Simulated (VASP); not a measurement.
A run of VASP 6.6.1 is set up as follows.

File INCAR:

```
SYSTEM = ZnRe
PREC = Accurate ; ENCUT = 520
EDIFF = 1E-6 ; ISMEAR = 0
SIGMA = 0.1 ; LREAL = .FALSE.
LASPH = .TRUE. ; NELM = 60
ALGO = Fast ; ISIF = 2
LWAVE = .FALSE. ; LCHARG = .FALSE.
GGA = PE ; NBANDS = 16
```

The input KPOINTS:

```
regular mesh
0
G
  6 6 4
  0 0 0
```

The input POSCAR:

```
ZnRe
1.0
    2.7482183437      0.0000000000      0.0000000000
   -1.3741091718      2.3800269008      0.0000000000
    0.0000000000      0.0000000000      4.4940660000
Zn Re
1 1
Direct
    0.0000000000      0.0000000000      0.0000000000
    0.3333333300      0.6666666700      0.5000000000
```

Potentials or basis: VASP PAW PBE potentials, release 64 (Zn, Re).

Run with:

```console
$ cat potpaw_PBE.64/Zn/POTCAR potpaw_PBE.64/Re/POTCAR > POTCAR
$ mpirun -np 1 vasp_std > vasp.out
```

What does it give for the pressure?

-0.5 GPa.

Caveat: the k points lie up to 0.44 Å⁻¹ apart.
